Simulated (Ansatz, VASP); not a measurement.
**One calculation of MoS2, two programs**

POSCAR

```
MoS2
1.0
    3.2262370499      0.0000000000      0.0000000000
   -1.6131185250      2.7940032439      0.0000000000
    0.0000000000      0.0000000000      6.2737631201
Mo S
1 2
Direct
    0.0000000000      0.0000000000      0.5000000000
    0.3333333333      0.6666666667      0.2613658965
    0.6666666667      0.3333333333      0.7545735003
```

File INCAR.step1:

```
SYSTEM = MoS2
PREC = Accurate
ENCUT = 520
ISMEAR = 0
SIGMA = 0.15
LREAL = .False.
LASPH = .True.
NELM = 80
NBANDS = 20
GGA = PE
ALGO = Normal
EDIFF = 1E-4
LWAVE = .True.
LCHARG = .False.
```

INCAR.step2

```
SYSTEM = MoS2
PREC = Accurate
ENCUT = 520
EDIFF = 1E-7
ISMEAR = 0
SIGMA = 0.15
LREAL = .False.
LASPH = .True.
NELM = 80
ALGO = Normal
ISIF = 2
LWAVE = .False.
LCHARG = .False.
METAGGA = R2SCAN
LMIXTAU = .True.
NBANDS = 20
ISTART = 1
```

File KPOINTS:

```
Automatic mesh
0
Gamma
  18 18 8
  0 0 0
```

Input for Ansatz:

```yaml
crystal:
  lattice:
    - [3.2262370499, 0.0, 0.0]
    - [-1.613118525, 2.7940032439, 0.0]
    - [0.0, 0.0, 6.2737631201]
  atoms:
    - { symbol: Mo, position: [0.0, 0.0, 0.5] }
    - { symbol: S, position: [0.3333333333, 0.6666666667, 0.2613658965] }
    - { symbol: S, position: [0.6666666667, 0.3333333333, 0.7545735003] }
basis:
  ecutwfc: 500
kpoints:
  mp_grid: { grid: [18, 18, 8] }
hamiltonian:
  xc: r2scan
scf:
  occupations: { method: gaussian, width: 0.15 }
output:
  forces: true
  stress: true
  eigenvalues: true
```

Change from the starting cell: all S atoms moved +0.050 Å, as atom 2 along Cartesian [0 0 1].

Alike in both runs: task single point; functional r2SCAN; k mesh 18 × 18 × 8; occupations gaussian, width 0.15 eV; no spin polarisation.

```csv
,VASP,Ansatz
version,VASP 6.6.1,Ansatz 0.2.0
potentials or method,"VASP PAW PBE potentials, release 64 (Mo_sv, S), cutoff 520 eV","scalar-relativistic, plane waves, PAW"
valence electrons in the cell,26,26
```

VASP gave:

| Property | Result |
| --- | --- |
| gap on the k mesh at the Fermi level (eV) | none |
| pressure (GPa) | 0.2 |
| traceless stress, the component that is largest in VASP (GPa) | -0.12 |
| rms of the force components (eV/Å) | 0.461 |

**Question.** Which values does Ansatz return?

**Answer.** gap on the k mesh at the Fermi level (eV): none; pressure (GPa): 0.2; traceless stress, the component that is largest in VASP (GPa): -0.11; rms of the force components (eV/Å): 0.461.

VASP's potentials were made for PBE, not for r2SCAN. Atom by atom the forces differ by 0.003 eV/Å (rms over components). A gap of «none» marks a metal or a gap that the smearing closes.
